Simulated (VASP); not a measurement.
# Al5Si in VASP: further runs

Runs on Al5Si. Level: PBE. Tasks: single point.

All numbers are computed with VASP 6.6.1; they aren't measurements. Logs are shortened: lines on timing, memory, paths and dates and some standing lists are left out, and cuts for length are marked.

### 1 The cell of the first run

The cell holds a slab with vacuum, 6 atoms: a = 2.857 Å, b = 4.041 Å, c = 23.144 Å, α = 90.00°, β = 90.00°, γ = 90.00°.

### 2 Single point, PBE

INCAR

```
PREC = Accurate
ENCUT = 520
EDIFF = 1E-6
ISMEAR = -1
SIGMA = 0.08
LREAL = F
LASPH = T
NELM = 80
ALGO = Normal
ISIF = 2
LWAVE = F
LCHARG = F
LDIPOL = T
IDIPOL = 3
DIPOL = 0.5 0.5 0.500
GGA = PE
NBANDS = 18
```

KPOINTS

```
Automatic mesh
0
Gamma
  13 9 1
```

POSCAR

```
Al5Si
1.0
    2.8574853682      0.0000000000      0.0000000000
    0.0000000000      4.0410945620      0.0000000000
    0.0000000000      0.0000000000     23.1437000000
Si Al
1 5
Direct
    0.2500000000      0.2500000000      0.3515890114
    0.7500000000      0.7500000000      0.4064851375
    0.2500000000      0.2500000000      0.4711659389
    0.7500000000      0.7500000000      0.5288340590
    0.2500000000      0.2500000000      0.5935148630
    0.7500000000      0.7500000000      0.6484109903
```

Potentials or basis: VASP PAW PBE potentials, release 64 (Si, Al).

Launch:

```console
> cat potpaw_PBE.64/Si/POTCAR potpaw_PBE.64/Al/POTCAR > POTCAR
> mpirun -np 1 vasp_std > vasp.out
```

OUTCAR:

```text
PREC = Accurate
   ENCUT = 520
   EDIFF = 1E-6
   ISMEAR = -1
   LREAL = F
   LASPH = T
   NELM = 80
   ISIF = 2
   GGA = PE

 ion  position               nearest neighbor table
   1  0.250  0.250  0.352-   3 2.77   2 2.78   2 2.78   2 2.78   2 2.78
   2  0.750  0.750  0.406-   1 2.78   1 2.78   1 2.78   1 2.78   4 2.83   3 2.89   3 2.89   3 2.89
                             3 2.89
   3  0.250  0.250  0.471-   1 2.77   4 2.81   4 2.81   4 2.81   4 2.81   5 2.83   2 2.89   2 2.89
                             2 2.89   2 2.89
   4  0.750  0.750  0.529-   6 2.77   3 2.81   3 2.81   3 2.81   3 2.81   2 2.83   5 2.89   5 2.89
                             5 2.89   5 2.89
   5  0.250  0.250  0.594-   6 2.78   6 2.78   6 2.78   6 2.78   3 2.83   4 2.89   4 2.89   4 2.89
                             4 2.89
   6  0.750  0.750  0.648-   4 2.77   5 2.78   5 2.78   5 2.78   5 2.78

  LATTYP: Found a simple orthorhombic cell.
 ALAT       =     2.8574853682
 B/A-ratio  =     1.4142135624
 C/A-ratio  =     8.0993240622

  Lattice vectors:

 A1 = (   2.8574853682,   0.0000000000,   0.0000000000)
 A2 = (   0.0000000000,   4.0410945620,   0.0000000000)
 A3 = (   0.0000000000,   0.0000000000,  23.1437000000)

Analysis of symmetry for initial positions (statically):
=====================================================================
 Subroutine PRICEL returns:
 Original cell was already a primitive cell.

 Routine SETGRP: Setting up the symmetry group for a
 simple orthorhombic supercell.

 Subroutine GETGRP returns: Found  4 space group operations
 (whereof  1 operations were pure point group operations)
 out of a pool of  8 trial point group operations.

The static configuration has the point symmetry C_1 .
 The point group associated with its full space group is C_2v.

Analysis of symmetry for dynamics (positions and initial velocities):
=====================================================================
 Subroutine PRICEL returns:
 Original cell was already a primitive cell.

 Routine SETGRP: Setting up the symmetry group for a
 simple orthorhombic supercell.

 Subroutine GETGRP returns: Found  4 space group operations
 (whereof  1 operations were pure point group operations)
 out of a pool of  8 trial point group operations.

The dynamic configuration has the point symmetry C_1 .
 The point group associated with its full space group is C_2v.

 Subroutine INISYM returns: Found  4 space group operations
 (whereof  1 operations are pure point group operations),
 and found     1 'primitive' translations

----------------------------------------------------------------------------------------

                                     Primitive cell

  volume of cell :     267.2488

  direct lattice vectors                    reciprocal lattice vectors
     2.857485368  0.000000000  0.000000000     0.349958047  0.000000000  0.000000000
     0.000000000  4.041094562  0.000000000     0.000000000  0.247457708  0.000000000
     0.000000000  0.000000000 23.143700000     0.000000000  0.000000000  0.043208303

  length of vectors
     2.857485368  4.041094562 23.143700000     0.349958047  0.247457708  0.043208303

  position of ions in fractional coordinates (direct lattice)
     0.250000000  0.250000000  0.351589011
     0.750000000  0.750000000  0.406485137
     0.250000000  0.250000000  0.471165939
     0.750000000  0.750000000  0.528834059
     0.250000000  0.250000000  0.593514863
     0.750000000  0.750000000  0.648410990

  ion indices of the primitive-cell ions
   primitive index   ion index
                 1           1
                 2           2
                 3           3
                 4           4
                 5           5
                 6           6

----------------------------------------------------------------------------------------

 KPOINTS: Automatic mesh

Automatic generation of k-mesh.
 Grid dimensions read from file:
 generate k-points for:   13    9    1

 Generating k-lattice:

  Cartesian coordinates                     Fractional coordinates (reciprocal lattice)
     0.026919850  0.000000000  0.000000000     0.076923077  0.000000000  0.000000000
     0.000000000  0.027495301  0.000000000     0.000000000  0.111111111  0.000000000
     0.000000000  0.000000000  0.043208303     0.000000000  0.000000000  1.000000000

  Length of vectors
     0.026919850  0.027495301  0.043208303

  Shift w.r.t. Gamma in fractional coordinates (k-lattice)
     0.000000000  0.000000000  0.000000000

 Subroutine IBZKPT returns following result:
 ===========================================

 Found     35 irreducible k-points:

 Following reciprocal coordinates:
            Coordinates               Weight
  0.000000  0.000000  0.000000      1.000000
  0.076923  0.000000  0.000000      2.000000
  0.153846  0.000000  0.000000      2.000000
  0.230769  0.000000  0.000000      2.000000
  0.307692  0.000000  0.000000      2.000000
  0.384615  0.000000  0.000000      2.000000
[... 16 lines left out ...]
  0.076923  0.333333  0.000000      4.000000
  0.153846  0.333333  0.000000      4.000000
 [... further k-points ...]
   k-points           NKPTS =     35   k-points in BZ     NKDIM =     35   number of bands    NBANDS=     18
   number of dos      NEDOS =    301   number of ions     NIONS =      6
   total plane-waves  NPLWV = 129600
   dimension x,y,z NGX =    24 NGY =   30 NGZ =  180
   dimension x,y,z NGXF=    48 NGYF=   60 NGZF=  360
   ions per type =               1   5
   NGX,Y,Z   is equivalent  to a cutoff of  13.96, 12.34, 12.93 a.u.
   NGXF,Y,Z  is equivalent  to a cutoff of  27.93, 24.68, 25.86 a.u.
 SYSTEM =  unknown system
   PREC   = accura    normal or accurate (medium, high low for compatibility)
   ISTART =      0    job   : 0-new  1-cont  2-samecut
   ICHARG =      2    charge: 1-file 2-atom 10-const
   ISPIN  =      1    spin polarized calculation?
   LNONCOLLINEAR =      F non collinear calculations
   LSORBIT =      F    spin-orbit coupling
   LASPH  =      T    aspherical Exc in radial PAW
   ENCUT  =  520.0 eV  38.22 Ry    6.18 a.u.   5.31  7.51 43.03*2*pi/ulx,y,z
   NELM   =     80;   NELMIN=  2; NELMDL= -5     # of ELM steps
   EDIFF  = 0.1E-05   stopping-criterion for ELM
   LREAL  =      F    real-space projection
   EDIFFG = 0.1E-04   stopping-criterion for IOM
   NSW    =      0    number of steps for IOM
   IBRION =     -1    ionic relax: 0-MD 1-quasi-New 2-CG
   NFREE  =      0    steps in history (QN), initial steepest desc. (CG)
   ISIF   =      2    stress and relaxation
   ISYM   =      2    0-nonsym 1-usesym 2-fastsym
   POTIM  = 0.5000    time-step for ionic-motion
   TEBEG  =    0.0;   TEEND  =   0.0 temperature during run
   PSTRESS=    0.0 pullay stress
   NELECT =      19.0000    total number of electrons
   NUPDOWN=      -1.0000    fix difference up-down
   EMIN   =  10.00;   EMAX   =-10.00  energy-range for DOS
   EFERMI =   0.00;   METHOD = LEGACY
   ISMEAR =    -1;   SIGMA  =   0.08  broadening in eV -4-tet -1-fermi 0-gaus
   EFERMI_NEDOS =   21; number of points for ismear=-14 and -15
   IALGO  =     38    algorithm
   IMIX   =      4    mixing-type and parameters
     AMIX     =   0.40;   BMIX     =  1.00
     AMIX_MAG =   1.60;   BMIX_MAG =  1.00
  volume/ion in A,a.u.               =      44.54       300.58
  Fermi-wavevector in a.u.,A,eV,Ry     =   0.678194  1.281601  6.257965  0.459947
  Thomas-Fermi vector in A             =   1.756026
   LORBIT       =      0    0 simple, 1 ext, 2 COOP (PROOUT), +10 PAW based schemes
   GGA     = PE    functional components
   LHFCALC =     F    Hartree Fock is set to
   AEXX    =    0.0000 exact exchange contribution
   IVDW    =     0    specifies the selected vdW correction
   LEPSILON=     F    determine dielectric tensor
   LRPA    =     F    only Hartree local field effects (RPA)
 non-spin polarized calculation
  energy-cutoff  :      520.00
  volume of cell :      267.25
 maximum number of plane-waves:      7235
 NGX is ok and might be reduce to    24
   NGX = 11   NGY = 15   NGZ = 87

 dipolmoment           0.000000      0.000000      0.058671 electrons x Angstroem

 number of electron      19.0000000 magnetization

 dipolmoment           0.000000      0.000000     -0.034444 electrons x Angstroem

 Free energy of the ion-electron system (eV)
  ---------------------------------------------------
  ext. energy  EPLUGINS =         0.00000000
  ---------------------------------------------------
  free energy    TOTEN  =       -22.42243962 eV

  energy without entropy =      -22.35325699  energy(sigma->0) =      -22.38784831

 E-fermi :   0.3843     XC(G=0):  -4.6184

 val. band max:        0.3703234317   @ k =   0.0769   0.0000   0.0000
 cond. band min:       0.4030833887   @ k =   0.0769   0.4444   0.0000
 fundamental gap:      0.0327599571
 Fermi energy:         0.3843141932

 k-point     1 :       0.0000    0.0000    0.0000
  band No.  band energies     occupation
      1     -10.7640      2.00000
      2      -9.7401      2.00000
      3      -7.7661      2.00000
      4      -5.1035      2.00000
      5      -2.4951      2.00000
      6      -2.4931      2.00000
[... 10 lines left out ...]
     17       4.9546      0.00000
     18       5.5748      0.00000

 k-point     2 :       0.0769    0.0000    0.0000
  band No.  band energies     occupation
      1     -10.6580      2.00000
      2      -9.6346      2.00000
      3      -7.6616      2.00000
      4      -5.0007      2.00000
      5      -2.3976      2.00000
      6      -2.3949      2.00000
[... 10 lines left out ...]
     17       4.6406      0.00000
     18       4.8628      0.00000

 k-point     3 :       0.1538    0.0000    0.0000
  band No.  band energies     occupation
      1     -10.3407      2.00000
      2      -9.3190      2.00000
      3      -7.3486      2.00000
      4      -4.6931      2.00000
      5      -2.1052      2.00000
      6      -2.1042      2.00000
[... 10 lines left out ...]
     17       4.6395      0.00000
     18       4.7698      0.00000

 k-point     4 :       0.2308    0.0000    0.0000
  band No.  band energies     occupation
      1      -9.8142      2.00000
      2      -8.7952      2.00000
      3      -6.8298      2.00000
      4      -4.1843      2.00000
      5      -1.6458      2.00000
      6      -1.6185      2.00000
[... 10 lines left out ...]
     17       3.9463      0.00000
     18       5.0252      0.00000

 k-point     5 :       0.3077    0.0000    0.0000
  band No.  band energies     occupation
      1      -9.0825      2.00000
      2      -8.0677      2.00000
      3      -6.1116      2.00000
      4      -3.4876      2.00000
      5      -2.3277      2.00000
      6      -1.4914      2.00000
[... 10 lines left out ...]
     17       4.5521      0.00000
     18       4.6143      0.00000

 k-point     6 :       0.3846    0.0000    0.0000
  band No.  band energies     occupation
      1      -8.1552      2.00000
      2      -7.1480      2.00000
      3      -5.2238      2.00000
      4      -4.0152      2.00000
      5      -3.0312      2.00000
      6      -2.5778      2.00000
[... 307 lines left out ...]
 k-point    21 :       0.4615    0.2222    0.0000
  band No.  band energies     occupation
      1      -6.6834      2.00000
      2      -5.7385      2.00000
      3      -5.0260      2.00000
      4      -4.2802      2.00000
      5      -3.5208      2.00000
      6      -2.3527      2.00000
[... 10 lines left out ...]
     17       4.1544      0.00000
     18       4.5109      0.00000

 k-point    22 :       0.0000    0.3333    0.0000
  band No.  band energies     occupation
      1      -9.8320      2.00000
      2      -8.8398      2.00000
      3      -7.0718      2.00000
      4      -6.5341      2.00000
      5      -5.4262      2.00000
      6      -4.4048      2.00000
[... 10 lines left out ...]
     17       5.8826      0.00000
     18       6.2091      0.00000

 k-point    23 :       0.0769    0.3333    0.0000
  band No.  band energies     occupation
      1      -9.7271      2.00000
      2      -8.7351      2.00000
      3      -6.9680      2.00000
      4      -6.4302      2.00000
      5      -5.3229      2.00000
      6      -4.3014      2.00000
[... 10 lines left out ...]
     17       5.6685      0.00000
     18       5.8052      0.00000

 k-point    24 :       0.1538    0.3333    0.0000
  band No.  band energies     occupation
      1      -9.4133      2.00000
      2      -8.4218      2.00000
      3      -6.6572      2.00000
      4      -6.1190      2.00000
      5      -5.0141      2.00000
      6      -3.9925      2.00000
[... 10 lines left out ...]
     17       5.2921      0.00000
     18       5.7173      0.00000

 [... further k-points ...]

------------------------ aborting loop because EDIFF is reached ----------------------------------------

 vacuum level on the upper side and lower side of the slab       (xc-potential included)        -0.318         0.144

  FORCE on cell =-STRESS in cart. coord.  units (eV):
  Direction    XX          YY          ZZ          XY          YZ          ZX
  --------------------------------------------------------------------------------------
  -------------------------------------------------------------------------------------
  Total       -1.5413520     -1.4908640     -0.8515025      0.0000000      0.0000000      0.0000000
  in kB       -9.2405239     -8.9378446     -5.1048232      0.0000000      0.0000000      0.0000000
  external PRESSURE =      -7.7610639 kB  Pullay stress =       0.0000000 kB

 VOLUME and BASIS-vectors are now :
 -----------------------------------------------------------------------------
  energy-cutoff  :      520.00
  volume of cell :      267.25
      direct lattice vectors                 reciprocal lattice vectors
     2.857485368  0.000000000  0.000000000     0.349958047  0.000000000  0.000000000
     0.000000000  4.041094562  0.000000000     0.000000000  0.247457708  0.000000000
     0.000000000  0.000000000 23.143700000     0.000000000  0.000000000  0.043208303

 POSITION                                       TOTAL-FORCE (eV/Angst)
 -----------------------------------------------------------------------------------
      0.71437      1.01027      8.13707         0.000000      0.000000      0.653454
      2.14311      3.03082      9.40757         0.000000      0.000000     -0.408268
      0.71437      1.01027     10.90452         0.000000      0.000000     -0.231571
      2.14311      3.03082     12.23918         0.000000      0.000000     -0.165428
      0.71437      1.01027     13.73613         0.000000      0.000000      0.039953
      2.14311      3.03082     15.00663         0.000000      0.000000      0.111860
 -----------------------------------------------------------------------------------
    total drift:                               -0.000000      0.000000      0.000045

  FREE ENERGIE OF THE ION-ELECTRON SYSTEM (eV)
  ---------------------------------------------------
  free  energy   TOTEN  =       -22.4224396229 eV

  energy  without entropy=      -22.3532569917  energy(sigma->0) =      -22.38784831

 vacuum level on the upper side and lower side of the slab         4.339         4.851
```

Wall time 7.3 min (1 thread of Intel Xeon 8259CL, shared host); peak memory 0.42 GiB.

What came out:

* Free energy: -22.4224 eV
* Largest force: 0.653 eV/Å
* Band gap on the k mesh: zero (an odd number of electrons rules out a gap without spin polarisation)

Forces in eV/Å, atoms in the order of the input:
```
Si   0.000  0.000  0.653
Al   0.000  0.000 -0.408
Al   0.000  0.000 -0.232
Al   0.000  0.000 -0.165
Al   0.000  0.000  0.040
Al   0.000  0.000  0.112
```

Levels at points of the mesh, in eV from the Fermi level:
```
           k point  band 5  band 6  band 7  band 8  band 9  band 10  band 11  band 12  band 13  band 14
(0.00, 0.00, 0.00)   -2.88   -2.88   -1.94   -1.42   -0.35    -0.24    -0.11     1.88     2.48     2.70
```

[end of part 1 of 2]
